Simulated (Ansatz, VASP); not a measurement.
# CO2 in VASP and in Ansatz

```xyz
12
Lattice="6.0577 0.0000 0.0000 0.0000 6.0577 0.0000 0.0000 0.0000 6.0577" Properties=species:S:1:pos:R:3 pbc="T T T"
C     0.0000    0.0000    0.0000
C     3.0289    0.0000    3.0289
C     3.0289    3.0289    0.0000
C     0.0000    3.0289    3.0289
O     0.6753    0.6753    0.6753
O     2.3535    5.3824    3.7042
O     3.7042    2.3535    5.3824
O     5.3824    3.7042    2.3535
O     5.3824    5.3824    5.3824
O     3.7042    0.6753    2.3535
O     2.3535    3.7042    0.6753
O     0.6753    2.3535    3.7042
```

Alike in both runs: functional PBE; k mesh 4 × 4 × 4; occupations gaussian, width 0.02 eV; no spin polarisation.

Ansatz relaxed the structure, and its values are those at the end. VASP's run is a single point on that final structure, the one shown.

```csv
,VASP,Ansatz
version,VASP 6.6.1,Ansatz 0.2.0
potentials or method,"VASP PAW PBE potentials, release 64 (C, O), cutoff 520 eV","scalar-relativistic, plane waves, PAW"
valence electrons in the cell,64,64
```

```tsv
	VASP	Ansatz	Ansatz less VASP
gap on the k mesh at the Fermi level (eV)	6.62	6.64	+0.015
least direct gap on the mesh (eV)	6.62	6.64	+0.015
pressure (GPa)	1.2	0.0	-1.21
rms of the force components (eV/Å)	0.301	0.001	-0.3001
```

One of these differences is far larger than is usual between the two programs; its cause wasn't traced. With one functional, cell and mesh, what is left measures potentials, basis and numerics.

Noted on VASP's run: the standard files for N, O and F lose accuracy on very short bonds.
